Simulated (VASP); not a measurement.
The system is MgO.

```xyz
2
Lattice="2.5919 0.0000 0.0000 0.0000 2.5919 0.0000 0.0000 0.0000 2.6164" Properties=species:S:1:pos:R:3 pbc="T T T"
Mg    0.0000    0.0000    0.0000
O     1.2959    1.2959    1.3082
```

This cell differs from its parent crystal: epitaxial xy strain -1.2%.

Program: VASP 6.6.1. Alike in all runs: task single point; potentials or basis VASP PAW PBE potentials, release 64 (Mg, O); no spin polarisation; cell as given; cutoff (eV) 520.

**Question.** Order these runs on this cell by their band gap on the k mesh, lowest first.
A. level PBE; k mesh 10 × 10 × 10; smearing fermi-dirac 0.02 eV
B. level HSE06; k mesh 6 × 6 × 6; smearing gaussian 0.01 eV; grid for exact exchange (PRECFOCK) Normal; screening parameter 0.2079 1/Å
C. level r2SCAN; k mesh 10 × 10 × 10; smearing gaussian 0.01 eV

**Answer.** A (2.84 eV), C (3.68 eV), B (4.38 eV).

A k mesh can miss the band edges.
